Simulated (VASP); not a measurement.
# YTiTe3 (Pm-3m) in VASP: notebook

YTiTe3 is run at these levels: PBE; tasks: single point.

Everything below comes from runs of VASP 6.6.1. Logs are shortened: lines on timing, memory, paths and dates and some standing lists are left out, and cuts for length are marked.

## (1) The cell of the first run

The structure is cubic, space group Pm-3m (No. 221). Conventional cell: a = 5.346 Å, b = 5.346 Å, c = 5.346 Å, α = 90.00°, β = 90.00°, γ = 90.00°. Within 5.0 Å of Y (site symmetry m-3m) lie 12 Te at 3.78 Å and 8 Ti at 4.63 Å. Ti (site symmetry m-3m) has 6 Te at 2.67 Å within 3.5 Å. Te (site symmetry 4/mmm) has 2 Ti at 2.67 Å within 3.5 Å.

## (2) Single point, PBE

Contents of INCAR:

```
  PREC = Accurate
  ENCUT = 520
  EDIFF = 1E-6
  ISMEAR = 0
  SIGMA = 0.1
  LREAL = F
  LASPH = T
  NELM = 60
  ALGO = Normal
  ISIF = 2
  LWAVE = F
  LCHARG = F
  GGA = PE
  NBANDS = 28
```

Contents of KPOINTS:

```
Automatic mesh
0
Gamma
  4 4 4
```

Contents of POSCAR:

```
YTiTe3
1.0
    5.3459223000      0.0000000000      0.0000000000
    0.0000000000      5.3459223000      0.0000000000
    0.0000000000      0.0000000000      5.3459223000
Y Ti Te
1 1 3
Direct
    0.5000000000      0.5000000000      0.5000000000
    0.0000000000      0.0000000000      0.0000000000
    0.5000000000      0.0000000000      0.0000000000
    0.0000000000      0.5000000000      0.0000000000
    0.0000000000      0.0000000000      0.5000000000
```

Potentials or basis: VASP PAW PBE potentials, release 64 (Y_sv, Ti_sv, Te).

Started as:

```console
cat potpaw_PBE.64/Y_sv/POTCAR potpaw_PBE.64/Ti_sv/POTCAR potpaw_PBE.64/Te/POTCAR > POTCAR
mpirun -np 1 vasp_std > vasp.out
```

OUTCAR:

```text
PREC = Accurate
   ENCUT = 520
   EDIFF = 1E-6
   ISMEAR = 0
   LREAL = F
   LASPH = T
   NELM = 60
   ISIF = 2
   GGA = PE

 ion  position               nearest neighbor table
   1  0.500  0.500  0.500-   3 3.78   4 3.78   5 3.78   3 3.78   4 3.78   3 3.78   5 3.78   3 3.78
                             4 3.78   5 3.78   4 3.78   5 3.78
   2  0.000  0.000  0.000-   3 2.67   4 2.67   5 2.67   5 2.67   4 2.67   3 2.67
   3  0.500  0.000  0.000-   2 2.67   2 2.67   1 3.78   1 3.78   1 3.78   1 3.78
   4  0.000  0.500  0.000-   2 2.67   2 2.67   1 3.78   1 3.78   1 3.78   1 3.78
   5  0.000  0.000  0.500-   2 2.67   2 2.67   1 3.78   1 3.78   1 3.78   1 3.78

  LATTYP: Found a simple cubic cell.
 ALAT       =     5.3459223000

  Lattice vectors:

 A1 = (   5.3459223000,   0.0000000000,   0.0000000000)
 A2 = (   0.0000000000,   5.3459223000,   0.0000000000)
 A3 = (   0.0000000000,   0.0000000000,   5.3459223000)

Analysis of symmetry for initial positions (statically):
=====================================================================
 Subroutine PRICEL returns:
 Original cell was already a primitive cell.

 Routine SETGRP: Setting up the symmetry group for a
 simple cubic supercell.

 Subroutine GETGRP returns: Found 48 space group operations
 (whereof 48 operations were pure point group operations)
 out of a pool of 48 trial point group operations.

The static configuration has the point symmetry O_h .

Analysis of symmetry for dynamics (positions and initial velocities):
=====================================================================
 Subroutine PRICEL returns:
 Original cell was already a primitive cell.

 Routine SETGRP: Setting up the symmetry group for a
 simple cubic supercell.

 Subroutine GETGRP returns: Found 48 space group operations
 (whereof 48 operations were pure point group operations)
 out of a pool of 48 trial point group operations.

The dynamic configuration has the point symmetry O_h .

 Subroutine INISYM returns: Found 48 space group operations
 (whereof 48 operations are pure point group operations),
 and found     1 'primitive' translations

----------------------------------------------------------------------------------------

                                     Primitive cell

  volume of cell :     152.7805

  direct lattice vectors                    reciprocal lattice vectors
     5.345922300  0.000000000  0.000000000     0.187058461  0.000000000  0.000000000
     0.000000000  5.345922300  0.000000000     0.000000000  0.187058461  0.000000000
     0.000000000  0.000000000  5.345922300     0.000000000  0.000000000  0.187058461

  length of vectors
     5.345922300  5.345922300  5.345922300     0.187058461  0.187058461  0.187058461

  position of ions in fractional coordinates (direct lattice)
     0.500000000  0.500000000  0.500000000
     0.000000000  0.000000000  0.000000000
     0.500000000  0.000000000  0.000000000
     0.000000000  0.500000000  0.000000000
     0.000000000  0.000000000  0.500000000

  ion indices of the primitive-cell ions
   primitive index   ion index
                 1           1
                 2           2
                 3           3
                 4           4
                 5           5

----------------------------------------------------------------------------------------

 KPOINTS: Automatic mesh

Automatic generation of k-mesh.
 Grid dimensions read from file:
 generate k-points for:    4    4    4

 Generating k-lattice:

  Cartesian coordinates                     Fractional coordinates (reciprocal lattice)
     0.046764615  0.000000000  0.000000000     0.250000000  0.000000000  0.000000000
     0.000000000  0.046764615  0.000000000     0.000000000  0.250000000  0.000000000
     0.000000000  0.000000000  0.046764615     0.000000000  0.000000000  0.250000000

  Length of vectors
     0.046764615  0.046764615  0.046764615

  Shift w.r.t. Gamma in fractional coordinates (k-lattice)
     0.000000000  0.000000000  0.000000000

 Subroutine IBZKPT returns following result:
 ===========================================

 Found     10 irreducible k-points:

 Following reciprocal coordinates:
            Coordinates               Weight
  0.000000  0.000000  0.000000      1.000000
  0.250000  0.000000  0.000000      6.000000
  0.500000  0.000000  0.000000      3.000000
  0.250000  0.250000  0.000000     12.000000
  0.500000  0.250000  0.000000     12.000000
  0.500000  0.500000  0.000000      3.000000
  0.250000  0.250000  0.250000      8.000000
  0.500000  0.250000  0.250000     12.000000
  0.500000  0.500000  0.250000      6.000000
  0.500000  0.500000  0.500000      1.000000
   k-points           NKPTS =     10   k-points in BZ     NKDIM =     10   number of bands    NBANDS=     28
   number of dos      NEDOS =    301   number of ions     NIONS =      5
   total plane-waves  NPLWV =  64000
   dimension x,y,z NGX =    40 NGY =   40 NGZ =   40
   dimension x,y,z NGXF=    80 NGYF=   80 NGZF=   80
   ions per type =               1   1   3
   NGX,Y,Z   is equivalent  to a cutoff of  12.44, 12.44, 12.44 a.u.
   NGXF,Y,Z  is equivalent  to a cutoff of  24.88, 24.88, 24.88 a.u.
 SYSTEM =  unknown system
   PREC   = accura    normal or accurate (medium, high low for compatibility)
   ISTART =      0    job   : 0-new  1-cont  2-samecut
   ICHARG =      2    charge: 1-file 2-atom 10-const
   ISPIN  =      1    spin polarized calculation?
   LNONCOLLINEAR =      F non collinear calculations
   LSORBIT =      F    spin-orbit coupling
   LASPH  =      T    aspherical Exc in radial PAW
   ENCUT  =  520.0 eV  38.22 Ry    6.18 a.u.   9.94  9.94  9.94*2*pi/ulx,y,z
   NELM   =     60;   NELMIN=  2; NELMDL= -5     # of ELM steps
   EDIFF  = 0.1E-05   stopping-criterion for ELM
   LREAL  =      F    real-space projection
   EDIFFG = 0.1E-04   stopping-criterion for IOM
   NSW    =      0    number of steps for IOM
   IBRION =     -1    ionic relax: 0-MD 1-quasi-New 2-CG
   NFREE  =      0    steps in history (QN), initial steepest desc. (CG)
   ISIF   =      2    stress and relaxation
   ISYM   =      2    0-nonsym 1-usesym 2-fastsym
   POTIM  = 0.5000    time-step for ionic-motion
   TEBEG  =    0.0;   TEEND  =   0.0 temperature during run
   PSTRESS=    0.0 pullay stress
   NELECT =      41.0000    total number of electrons
   NUPDOWN=      -1.0000    fix difference up-down
   EMIN   =  10.00;   EMAX   =-10.00  energy-range for DOS
   EFERMI =   0.00;   METHOD = LEGACY
   ISMEAR =     0;   SIGMA  =   0.10  broadening in eV -4-tet -1-fermi 0-gaus
   EFERMI_NEDOS =   21; number of points for ismear=-14 and -15
   IALGO  =     38    algorithm
   IMIX   =      4    mixing-type and parameters
     AMIX     =   0.40;   BMIX     =  1.00
     AMIX_MAG =   1.60;   BMIX_MAG =  1.00
  volume/ion in A,a.u.               =      30.56       206.20
  Fermi-wavevector in a.u.,A,eV,Ry     =   1.055958  1.995472 15.171151  1.115048
  Thomas-Fermi vector in A             =   2.191176
   LORBIT       =      0    0 simple, 1 ext, 2 COOP (PROOUT), +10 PAW based schemes
   GGA     = PE    functional components
   LHFCALC =     F    Hartree Fock is set to
   AEXX    =    0.0000 exact exchange contribution
   IVDW    =     0    specifies the selected vdW correction
   LEPSILON=     F    determine dielectric tensor
   LRPA    =     F    only Hartree local field effects (RPA)
 non-spin polarized calculation
 Gauss-broadening in eV      SIGMA  =   0.10
  energy-cutoff  :      520.00
  volume of cell :      152.78
 maximum number of plane-waves:      4224
 NGX is ok and might be reduce to    40
   NGX = 19   NGY = 19   NGZ = 19

 number of electron      41.0000001 magnetization

 Free energy of the ion-electron system (eV)
  ---------------------------------------------------
  ext. energy  EPLUGINS =         0.00000000
  ---------------------------------------------------
  free energy    TOTEN  =       -25.79465837 eV

  energy without entropy =      -25.76728467  energy(sigma->0) =      -25.78097152

 E-fermi :   6.2335     XC(G=0):  -9.4074

 val. band max:        6.1446345061   @ k =   0.2500   0.2500   0.0000
 cond. band min:       6.2473286281   @ k =   0.2500   0.2500   0.2500
 fundamental gap:      0.1026941220
 Fermi energy:         6.2335327087

 k-point     1 :       0.0000    0.0000    0.0000
  band No.  band energies     occupation
      1     -51.5906      2.00000
      2     -38.9579      2.00000
      3     -27.8904      2.00000
      4     -27.8904      2.00000
      5     -27.8904      2.00000
      6     -18.8205      2.00000
[... 20 lines left out ...]
     27       6.9534      0.00000
     28       6.9534      0.00000

 k-point     2 :       0.2500    0.0000    0.0000
  band No.  band energies     occupation
      1     -51.5907      2.00000
      2     -38.9579      2.00000
      3     -27.8903      2.00000
      4     -27.8903      2.00000
      5     -27.8895      2.00000
      6     -18.8220      2.00000
[... 20 lines left out ...]
     27       6.8209      0.00000
     28       7.4719      0.00000

 k-point     3 :       0.5000    0.0000    0.0000
  band No.  band energies     occupation
      1     -51.5908      2.00000
      2     -38.9579      2.00000
      3     -27.8902      2.00000
      4     -27.8902      2.00000
      5     -27.8886      2.00000
      6     -18.8236      2.00000
[... 20 lines left out ...]
     27       7.4022      0.00000
     28       8.0603      0.00000

 k-point     4 :       0.2500    0.2500    0.0000
  band No.  band energies     occupation
      1     -51.5908      2.00000
      2     -38.9579      2.00000
      3     -27.8902      2.00000
      4     -27.8894      2.00000
      5     -27.8894      2.00000
      6     -18.8218      2.00000
[... 144 lines left out ...]
     27       7.6519      0.00000
     28       7.7724      0.00000

 k-point     9 :       0.5000    0.5000    0.2500
  band No.  band energies     occupation
      1     -51.5911      2.00000
      2     -38.9578      2.00000
      3     -27.8891      2.00000
      4     -27.8882      2.00000
      5     -27.8882      2.00000
      6     -18.8229      2.00000
[... 20 lines left out ...]
     27       7.6443      0.00000
     28       7.8176      0.00000

 k-point    10 :       0.5000    0.5000    0.5000
  band No.  band energies     occupation
      1     -51.5912      2.00000
      2     -38.9578      2.00000
      3     -27.8881      2.00000
      4     -27.8881      2.00000
      5     -27.8881      2.00000
      6     -18.8227      2.00000
[... 20 lines left out ...]
     27       6.9940      0.00000
     28       7.1688      0.00000

------------------------ aborting loop because EDIFF is reached ----------------------------------------

  FORCE on cell =-STRESS in cart. coord.  units (eV):
  Direction    XX          YY          ZZ          XY          YZ          ZX
  --------------------------------------------------------------------------------------
  -------------------------------------------------------------------------------------
  Total       -0.3190420     -0.3190420     -0.3190420      0.0000000      0.0000000     -0.0000000
  in kB       -3.3457270     -3.3457270     -3.3457270      0.0000000      0.0000000     -0.0000000
  external PRESSURE =      -3.3457270 kB  Pullay stress =       0.0000000 kB

 VOLUME and BASIS-vectors are now :
 -----------------------------------------------------------------------------
  energy-cutoff  :      520.00
  volume of cell :      152.78
      direct lattice vectors                 reciprocal lattice vectors
     5.345922300  0.000000000  0.000000000     0.187058461  0.000000000  0.000000000
     0.000000000  5.345922300  0.000000000     0.000000000  0.187058461  0.000000000
     0.000000000  0.000000000  5.345922300     0.000000000  0.000000000  0.187058461

 POSITION                                       TOTAL-FORCE (eV/Angst)
 -----------------------------------------------------------------------------------
      2.67296      2.67296      2.67296         0.000000      0.000000      0.000000
      0.00000      0.00000      0.00000         0.000000      0.000000      0.000000
      2.67296      0.00000      0.00000         0.000000      0.000000      0.000000
      0.00000      2.67296      0.00000         0.000000      0.000000      0.000000
      0.00000      0.00000      2.67296         0.000000      0.000000      0.000000
 -----------------------------------------------------------------------------------
    total drift:                               -0.000000      0.000000     -0.000000

  FREE ENERGIE OF THE ION-ELECTRON SYSTEM (eV)
  ---------------------------------------------------
  free  energy   TOTEN  =       -25.7946583730 eV

  energy  without entropy=      -25.7672846698  energy(sigma->0) =      -25.78097152
```

It took 44 s on 1 thread of Intel Xeon 6975P-C (Granite Rapids), shared host; peak memory 0.27 GiB.

Results:

```
Free energy : -25.7947 eV
Pressure    : -0.3 GPa
```

Caveat: spin-orbit coupling is left out, which moves the levels of the heavy elements.

## (3) Single point, PBE, collinear spin, ferromagnetic start

Contents of INCAR:

```
SYSTEM = YTiTe3
PREC     = Accurate       ! precision mode
ENCUT    = 520            ! plane-wave cutoff, eV
EDIFF    = 1E-6           ! SCF threshold, eV
ISMEAR   = 0              ! smearing method
SIGMA    = 0.1            ! smearing width, eV
LREAL    = .False.        ! projectors in reciprocal space
LASPH    = .True.         ! aspherical terms in the spheres
NELM     = 150            ! most SCF steps
ALGO     = Normal         ! electronic algorithm
ISIF     = 2              ! what is computed and relaxed
LWAVE    = .False.        ! write WAVECAR
LCHARG   = .False.        ! write CHGCAR
ISPIN    = 2              ! spin polarisation
MAGMOM   = 0 1 0 0 0      ! initial moments
LORBIT   = 11             ! projections on sites
LMAXMIX  = 4              ! l up to which the mixer works
GGA      = PE             ! functional
NBANDS   = 32             ! bands
```

Contents of KPOINTS:

```
Automatic mesh
0
Gamma
  4 4 4
  0 0 0
```

POSCAR is that of step 2.

Potentials or basis: VASP PAW PBE potentials, release 64 (Y_sv, Ti_sv, Te).

Started as:

```console
cat potpaw_PBE.64/Y_sv/POTCAR potpaw_PBE.64/Ti_sv/POTCAR potpaw_PBE.64/Te/POTCAR > POTCAR
mpirun -np 1 vasp_std > vasp.out
```

It took 82 s on 1 thread of Intel Xeon 6975P-C (Granite Rapids), shared host; peak memory 0.34 GiB.

The run converged. Its results:

```yaml
Free_energy: -25.8009 eV
Pressure: -0.2 GPa
Net_moment: 0.58 μB per cell
Site_moments: Y +0.14; Ti +0.35; Te -0.03 μB
Valence_electrons_inside_the_program's_atomic_spheres: Y 8.88; Ti 10.27; Te 3.45
```

Levels at points of the mesh, in eV from the Fermi level:
Spin up:
```tsv
k point	band 18	band 19	band 20	band 21	band 22	band 23	band 24	band 25
(0.00, 0.00, 0.00)	-0.89	-0.89	-0.89	-0.54	-0.54	-0.54	-0.53	-0.22
(0.50, 0.00, 0.00)	-2.80	-1.12	-1.12	-0.69	0.40	0.63	0.65	0.78
(0.50, 0.50, 0.00)	-2.67	-2.67	-0.40	0.14	0.43	0.43	0.49	0.58
(0.50, 0.50, 0.50)	-0.67	0.16	0.16	0.16	0.56	0.56	0.56	0.73
```
Spin down:
| k point | band 18 | band 19 | band 20 | band 21 | band 22 | band 23 |
| --- | --- | --- | --- | --- | --- | --- |
| (0.00, 0.00, 0.00) | -0.61 | -0.61 | -0.61 | -0.54 | -0.54 | -0.54 |
| (0.50, 0.00, 0.00) | -2.75 | -1.11 | -1.11 | -0.35 | 0.50 | 0.80 |
| (0.50, 0.50, 0.00) | -2.66 | -2.66 | -0.36 | 0.46 | 0.71 | 0.74 |
| (0.50, 0.50, 0.50) | -0.52 | 0.13 | 0.13 | 0.13 | 0.83 | 0.83 |

Caveat: spin-orbit coupling is left out, which moves the levels of the heavy elements.
